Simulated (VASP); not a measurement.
# Mg (P6_3/mmc) in VASP: further runs, part 2 of 2

VASP 6.6.1. Earlier steps stand in the parts before.

### Step 4. Relaxation of cell and atoms, LDA

This run uses another cell than the first one, of 23.24 Å³/atom, 1.073 times its volume.

INCAR reads:

```
SYSTEM = Mg
PREC = Accurate
ENCUT = 600
EDIFF = 1E-6
ISMEAR = 0
SIGMA = 0.1
LREAL = .FALSE.
LASPH = .TRUE.
NELM = 80
ALGO = Normal
ISIF = 3
LWAVE = .FALSE.
LCHARG = .FALSE.
IBRION = 2
NSW = 100
EDIFFG = -0.002
```

KPOINTS reads:

```
regular mesh
0
G
  15 15 8
  0 0 0
```

POSCAR reads:

```
Mg
1.0
    3.2093000000      0.0000000000      0.0000000000
   -1.6046500000      2.7793353300      0.0000000000
    0.0000000000      0.0000000000      5.2103000000
Mg
2
Direct
    0.3333333300      0.6666666700      0.2500000000
    0.6666666700      0.3333333300      0.7500000000
```

Potentials or basis: VASP PAW LDA potentials, release 64 (Mg).

On the command line:

```sh
$ cat potpaw_LDA.64/Mg/POTCAR > POTCAR
$ mpirun -np 1 vasp_std > vasp.out
```

OUTCAR:

```text
SYSTEM = Mg
   PREC = Accurate
   ENCUT = 600
   EDIFF = 1E-6
   ISMEAR = 0
   LREAL = .FALSE.
   LASPH = .TRUE.
   NELM = 80
   ISIF = 3
   IBRION = 2
   NSW = 100
   EDIFFG = -0.002

 ion  position               nearest neighbor table
   1  0.333  0.667  0.250-   2 3.20   2 3.20   2 3.20   2 3.20   2 3.20   2 3.20
   2  0.667  0.333  0.750-   1 3.20   1 3.20   1 3.20   1 3.20   1 3.20   1 3.20

  LATTYP: Found a hexagonal cell.
 ALAT       =     3.2093000000
 C/A-ratio  =     1.6235004518

  Lattice vectors:

 A1 = (   3.2093000000,   0.0000000000,   0.0000000000)
 A2 = (  -1.6046500000,   2.7793353300,   0.0000000000)
 A3 = (   0.0000000000,   0.0000000000,   5.2103000000)

Analysis of symmetry for initial positions (statically):
[... 434 lines left out ...]
  ---------------------------------------------------
  free energy    TOTEN  =        -3.62340592 eV

  energy without entropy =       -3.61875992  energy(sigma->0) =       -3.62108292

 E-fermi :   2.8319     XC(G=0):  -8.9045

 val. band max:        2.8068473836   @ k =   0.3333   0.1333   0.1250
 cond. band min:       2.8419033721   @ k =   0.2667   0.2667   0.2500
 fundamental gap:      0.0350559885
 Fermi energy:         2.8319285210

 k-point     1 :       0.0000    0.0000    0.0000
  band No.  band energies     occupation
      1      -4.3841      2.00000
      2       1.1481      2.00000
      3       1.6973      2.00000
      4      13.9828      0.00000
      5      13.9828      0.00000
      6      14.1346      0.00000
[... 199 lines left out ...]
 k-point    24 :       0.4000    0.2000    0.0000
  band No.  band energies     occupation
      1       1.1300      2.00000
      2       1.1599      2.00000
      3       4.7526      0.00000
      4       6.1543      0.00000
      5       6.5242      0.00000
      6       6.8640      0.00000

 [... further k-points ...]
[... 5 lines left out ...]
  --------------------------------------------------------------------------------------
  -------------------------------------------------------------------------------------
  Total       -0.0004173     -0.0004173     -0.0004629     -0.0000000      0.0000000      0.0000000
  in kB       -0.0156028     -0.0156028     -0.0173060     -0.0000000      0.0000000      0.0000000
  external PRESSURE =      -0.0161705 kB  Pullay stress =       0.0000000 kB
[... 17 lines left out ...]
  FREE ENERGIE OF THE ION-ELECTRON SYSTEM (eV)
  ---------------------------------------------------
  free  energy   TOTEN  =        -3.6234059240 eV

  energy  without entropy=       -3.6187599180  energy(sigma->0) =       -3.62108292

 reached required accuracy - stopping structural energy minimisation
```

OSZICAR:

```text
N       E                     dE             d eps       ncg     rms          rms(c)
DAV:   1    -0.727366494773E-01   -0.72737E-01   -0.14989E+03  1620   0.540E+02
DAV:   2    -0.357634742330E+01   -0.35036E+01   -0.33313E+01  2178   0.314E+01
DAV:   3    -0.360898473804E+01   -0.32637E-01   -0.32308E-01  2328   0.364E+00
[... 37 lines left out ...]
DAV:   2    -0.362340119140E+01    0.86587E-08   -0.21202E-08   966   0.112E-03
   7 F= -.36234012E+01 E0= -.36210801E+01  d E =-.246510E-03
       N       E                     dE             d eps       ncg     rms          rms(c)
DAV:   1    -0.362340601078E+01   -0.48107E-05   -0.36841E-05  2016   0.399E-02    0.196E-03
DAV:   2    -0.362340592402E+01    0.86762E-07   -0.11179E-07  1122   0.283E-03
   8 F= -.36234059E+01 E0= -.36210829E+01  d E =-.473263E-05
```

Wall time 2.3 min (1 thread of Oxide Virtual Turin-like, shared host); peak memory 0.16 GiB.

Results:

| Property | Result |
| --- | --- |
| Free energy | -3.6234 eV |
| Relaxed volume | 21.43 Å³/atom |
| Relaxed cell | a = 3.138 Å, b = 3.138 Å, c = 5.025 Å, α = 90.00°, β = 90.00°, γ = 120.00° |
| Space group after relaxing (to 0.05 Å) | P6_3/mmc (No. 194) |
| Energy gained by relaxing | 17.6 meV/atom |
| Ionic steps | 8 |
| Pressure after relaxing | 0.0 GPa |
| Band gap on the k mesh | zero (band 2 reaches 3.75 eV, above the bottom of band 3 at 1.70 eV) |

The path:
| step | energy change (eV) | largest force (eV/Å) | pressure (GPa) | volume (Å³) |
| --- | --- | --- | --- | --- |
| 1 | 0.0000 | 0.0000 | -2.81 | 46.47 |
| 2 | -0.0322 | 0.0000 | -0.85 | 43.79 |
| 3 | -0.0349 | 0.0000 | -0.01 | 42.86 |
| 4 | -0.0349 | 0.0000 | 0.05 | 42.79 |
| 5 | -0.0351 | 0.0000 | 0.05 | 42.80 |
| 6 | -0.0351 | 0.0000 | 0.04 | 42.81 |
| 7 | -0.0351 | 0.0000 | 0.04 | 42.81 |
| 8 | -0.0351 | 0.0000 | 0.00 | 42.85 |

Final structure:
```cif
data_structure
_symmetry_space_group_name_H-M 'P 1'
_symmetry_Int_Tables_number 1
_cell_length_a 3.1382
_cell_length_b 3.1382
_cell_length_c 5.0247
_cell_angle_alpha 90.000
_cell_angle_beta 90.000
_cell_angle_gamma 120.000
_cell_volume 42.85
loop_
_atom_site_label
_atom_site_type_symbol
_atom_site_fract_x
_atom_site_fract_y
_atom_site_fract_z
_atom_site_occupancy
Mg1 Mg 0.33333 0.66667 0.25000 1
Mg2 Mg 0.66667 0.33333 0.75000 1
```

Levels at points of the mesh, in eV from the Fermi level:
```tsv
k point	band 1	band 2	band 3	band 4	band 5
(0.00, 0.00, 0.00)	-7.22	-1.68	-1.13	11.15	11.15
(0.00, 0.00, 0.50)	-5.74	-5.74	5.45	5.45	11.92
```

### Step 5. Overview

| task | cell | cutoff (eV) | smearing | gap on the mesh (eV) | pressure (GPa) | relaxed volume (Å³/atom) |
| --- | --- | --- | --- | --- | --- | --- |
| single point | a = 3.144, b = 3.144, c = 5.059 Å, angles 90.0, 90.0, 120.0°, 2 atoms | 520 | fermi-dirac 0.15 eV | none | -0.3 | - |
| relaxation of cell and atoms | relaxed from a = 3.147, b = 3.147, c = 5.039 Å, angles 90.0, 90.0, 120.0°, 2 atoms | 600 | fermi-dirac 0.15 eV | none | 0.0 | 21.48 |
| relaxation of cell and atoms | relaxed from a = 3.209, b = 3.209, c = 5.210 Å, angles 90.0, 90.0, 120.0°, 2 atoms | 600 | gaussian 0.1 eV | none | 0.0 | 21.43 |

Alike in all rows: level LDA; potentials or basis VASP PAW LDA potentials, release 64 (Mg); no spin polarisation; k mesh 15 × 15 × 8.

Total energies depend on the potentials used, so only differences within one code and one set of settings carry meaning.
